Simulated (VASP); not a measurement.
# Sr (P6_3/mmc) in VASP: further runs

Runs on Sr. Level: PBEsol. Tasks: single point.

All numbers are computed with VASP 6.6.1; they aren't measurements. Logs are shortened: lines on timing, memory, paths and dates and some standing lists are left out, and cuts for length are marked.

## 1. The cell of the first run

It takes space group P6_3/mmc (No. 194, hexagonal). The conventional cell has a = 3.200 Å, b = 3.200 Å, c = 4.728 Å, α = 90.00°, β = 90.00°, γ = 120.00°. Sr (site symmetry -6m2) has 12 Sr at 3.00 to 3.20 Å within 4.0 Å.

## 2. Single point, PBEsol (volume scaled by 0.4)

File INCAR:

```
SYSTEM = Sr
ALGO = Normal ; EDIFF = 1E-7
ENCUT = 520 ; GGA = PS
ISIF = 2 ; ISMEAR = -1
LASPH = .True. ; LCHARG = .False.
LREAL = .False. ; LWAVE = .False.
NBANDS = 17 ; NELM = 60
PREC = Accurate ; SIGMA = 0.1
```

File KPOINTS:

```
k-points
0
Gamma
  12 12 6
  0 0 0
```

File POSCAR:

```
Sr
1.0
    3.2000009466      0.0000000000      0.0000000000
   -1.6000004733      2.7712821119      0.0000000000
    0.0000000000      0.0000000000      4.7275984675
Sr
2
Direct
    0.3333333333      0.6666666667      0.2500000000
    0.6666666667      0.3333333333      0.7500000000
```

Potentials or basis: VASP PAW PBE potentials, release 64 (Sr_sv).

On the command line:

```sh
$ cat potpaw_PBE.64/Sr_sv/POTCAR > POTCAR
$ mpirun -np 1 vasp_std > vasp.out
```

OUTCAR:

```text
SYSTEM = Sr
   EDIFF = 1E-7
   ENCUT = 520
   GGA = PS
   ISIF = 2
   ISMEAR = -1
   LASPH = .True.
   LREAL = .False.
   NELM = 60
   PREC = Accurate

 ion  position               nearest neighbor table
   1  0.333  0.667  0.250-   2 3.00   2 3.00   2 3.00   2 3.00   2 3.00   2 3.00   2 4.39   2 4.39
                             2 4.39   2 4.39   2 4.39   2 4.39
   2  0.667  0.333  0.750-   1 3.00   1 3.00   1 3.00   1 3.00   1 3.00   1 3.00   1 4.39   1 4.39
                             1 4.39   1 4.39   1 4.39   1 4.39

  LATTYP: Found a hexagonal cell.
 ALAT       =     3.2000009466
 C/A-ratio  =     1.4773740841

  Lattice vectors:

 A1 = (   3.2000009466,   0.0000000000,   0.0000000000)
 A2 = (  -1.6000004733,   2.7712821119,   0.0000000000)
 A3 = (   0.0000000000,   0.0000000000,   4.7275984675)

Analysis of symmetry for initial positions (statically):
=====================================================================
 Subroutine PRICEL returns:
 Original cell was already a primitive cell.

 Routine SETGRP: Setting up the symmetry group for a
 hexagonal supercell.

 Subroutine GETGRP returns: Found 24 space group operations
 (whereof 12 operations were pure point group operations)
 out of a pool of 24 trial point group operations.

The static configuration has the point symmetry D_3d.
 The point group associated with its full space group is D_6h.

Analysis of symmetry for dynamics (positions and initial velocities):
=====================================================================
 Subroutine PRICEL returns:
 Original cell was already a primitive cell.

 Routine SETGRP: Setting up the symmetry group for a
 hexagonal supercell.

 Subroutine GETGRP returns: Found 24 space group operations
 (whereof 12 operations were pure point group operations)
 out of a pool of 24 trial point group operations.

The dynamic configuration has the point symmetry D_3d.
 The point group associated with its full space group is D_6h.

 Subroutine INISYM returns: Found 24 space group operations
 (whereof 12 operations are pure point group operations),
 and found     1 'primitive' translations

----------------------------------------------------------------------------------------

                                     Primitive cell

  volume of cell :      41.9248

  direct lattice vectors                    reciprocal lattice vectors
     3.200000947  0.000000000  0.000000000     0.312499908  0.180421906  0.000000000
    -1.600000473  2.771282112  0.000000000     0.000000000  0.360843812  0.000000000
     0.000000000  0.000000000  4.727598468     0.000000000  0.000000000  0.211523886

[... 84 lines left out ...]
   LREAL  =      F    real-space projection
   EDIFFG = 0.1E-05   stopping-criterion for IOM
   NSW    =      0    number of steps for IOM
   IBRION =     -1    ionic relax: 0-MD 1-quasi-New 2-CG
   NFREE  =      0    steps in history (QN), initial steepest desc. (CG)
   ISIF   =      2    stress and relaxation
   ISYM   =      2    0-nonsym 1-usesym 2-fastsym
   POTIM  = 0.5000    time-step for ionic-motion
   TEBEG  =    0.0;   TEEND  =   0.0 temperature during run
   PSTRESS=    0.0 pullay stress
   NELECT =      20.0000    total number of electrons
   NUPDOWN=      -1.0000    fix difference up-down
   EMIN   =  10.00;   EMAX   =-10.00  energy-range for DOS
   EFERMI =   0.00;   METHOD = LEGACY
   ISMEAR =    -1;   SIGMA  =   0.10  broadening in eV -4-tet -1-fermi 0-gaus
   EFERMI_NEDOS =   21; number of points for ismear=-14 and -15
   IALGO  =     38    algorithm
   IMIX   =      4    mixing-type and parameters
     AMIX     =   0.40;   BMIX     =  1.00
     AMIX_MAG =   1.60;   BMIX_MAG =  1.00
  volume/ion in A,a.u.               =      20.96       141.46
  Fermi-wavevector in a.u.,A,eV,Ry     =   1.279168  2.417278 22.262826  1.636272
  Thomas-Fermi vector in A             =   2.411669
   LORBIT       =      0    0 simple, 1 ext, 2 COOP (PROOUT), +10 PAW based schemes
   GGA     = PS    functional components
   LHFCALC =     F    Hartree Fock is set to
   AEXX    =    0.0000 exact exchange contribution
   IVDW    =     0    specifies the selected vdW correction
   LEPSILON=     F    determine dielectric tensor
   LRPA    =     F    only Hartree local field effects (RPA)
 non-spin polarized calculation
  energy-cutoff  :      520.00
  volume of cell :       41.92
 maximum number of plane-waves:      1146
 NGX is ok and might be reduce to    24
   NGX = 11   NGY = 11   NGZ = 17

 number of electron      20.0000000 magnetization

 Free energy of the ion-electron system (eV)
  ---------------------------------------------------
  ext. energy  EPLUGINS =         0.00000000
  ---------------------------------------------------
  free energy    TOTEN  =         0.49069592 eV

  energy without entropy =        0.52622005  energy(sigma->0) =        0.50845799

 E-fermi :   6.2048     XC(G=0): -11.1834

 val. band max:        6.1177320481   @ k =   0.2500   0.2500   0.0000
 cond. band min:       6.2230722171   @ k =   0.2500   0.1667   0.1667
 fundamental gap:      0.1053401690
 Fermi energy:         6.2048282032

 k-point     1 :       0.0000    0.0000    0.0000
  band No.  band energies     occupation
      1     -29.8119      2.00000
      2     -28.8940      2.00000
      3     -13.5216      2.00000
      4     -10.7503      2.00000
      5     -10.7503      2.00000
      6     -10.1417      2.00000
[... 457 lines left out ...]
      4     -12.1105      2.00000
      5     -11.7633      2.00000
      6     -11.2277      2.00000
[... 9 lines left out ...]
     16      12.7212      0.00000
     17      13.4705      0.00000

 [... further k-points ...]

------------------------ aborting loop because EDIFF is reached ----------------------------------------

  FORCE on cell =-STRESS in cart. coord.  units (eV):
  Direction    XX          YY          ZZ          XY          YZ          ZX
  --------------------------------------------------------------------------------------
  -------------------------------------------------------------------------------------
  Total        9.7771111      9.7771111      9.9299516      0.0000000      0.0000000      0.0000000
  in kB      373.6368518    373.6368518    379.4777215      0.0000000      0.0000000      0.0000000
  external PRESSURE =     375.5838084 kB  Pullay stress =       0.0000000 kB

 VOLUME and BASIS-vectors are now :
 -----------------------------------------------------------------------------
  energy-cutoff  :      520.00
  volume of cell :       41.92
      direct lattice vectors                 reciprocal lattice vectors
     3.200000947  0.000000000  0.000000000     0.312499908  0.180421906  0.000000000
    -1.600000473  2.771282112  0.000000000     0.000000000  0.360843812  0.000000000
     0.000000000  0.000000000  4.727598468     0.000000000  0.000000000  0.211523886

 POSITION                                       TOTAL-FORCE (eV/Angst)
 -----------------------------------------------------------------------------------
     -0.00000      1.84752      1.18190        -0.000000     -0.000000      0.000000
      1.60000      0.92376      3.54570         0.000000      0.000000      0.000000
 -----------------------------------------------------------------------------------
    total drift:                               -0.000000      0.000000     -0.000000

  FREE ENERGIE OF THE ION-ELECTRON SYSTEM (eV)
  ---------------------------------------------------
  free  energy   TOTEN  =         0.4906959239 eV

  energy  without entropy=        0.5262200518  energy(sigma->0) =        0.50845799
```

stdout:

```text
POSCAR found type information on POSCAR Sr
 POSCAR found :  1 types and       2 ions
 scaLAPACK will be used
 -----------------------------------------------------------------------------
|                                                                             |
|                                                                             |
|     You enforced a specific xc type in the INCAR file but a different       |
|     I HOPE YOU KNOW WHAT YOU ARE DOING!                                     |
|                                                                             |
 -----------------------------------------------------------------------------

 LDA part: xc-table for (Slater+PW92), standard interpolation
 POSCAR, INCAR and KPOINTS ok, starting setup
 FFT: planning ... GRIDC
 FFT: planning ... GRID_SOFT
 FFT: planning ... GRID
 WAVECAR not read
 entering main loop
```

Run time: 15 s. Hardware: 1 thread of Intel Xeon 6975P-C (Granite Rapids), shared host; peak memory 0.18 GiB.

What came out:

- Free energy: 0.4907 eV
- Pressure: 37.6 GPa
- Band gap on the k mesh: zero (band 10 reaches 6.95 eV, above the bottom of band 11 at 5.56 eV)

Stress tensor (GPa, compression positive):
```
37.36  0.00  0.00
 0.00 37.36  0.00
 0.00  0.00 37.95
```

Levels at points of the mesh, in eV from the Fermi level:
| k point | band 6 | band 7 | band 8 | band 9 | band 10 | band 11 | band 12 | band 13 | band 14 | band 15 |
| --- | --- | --- | --- | --- | --- | --- | --- | --- | --- | --- |
| (0.00, 0.00, 0.00) | -16.35 | -16.35 | -16.03 | -3.61 | -2.21 | 2.69 | 2.69 | 4.22 | 4.22 | 4.26 |
| (0.50, 0.00, 0.00) | -17.64 | -17.16 | -16.55 | -2.17 | -0.86 | -0.65 | 2.03 | 2.95 | 4.51 | 5.00 |
| (0.00, 0.00, 0.50) | -16.66 | -16.66 | -16.66 | -1.62 | -1.62 | 2.44 | 2.44 | 2.44 | 2.44 | 2.80 |
| (0.50, 0.00, 0.50) | -17.13 | -16.87 | -16.87 | -1.80 | -1.80 | 0.62 | 0.62 | 4.93 | 4.93 | 5.25 |

Caveat: the PAW data sets were made with another functional, which shifts forces and pressure a little.

(Part 1 of 2 ends here.)
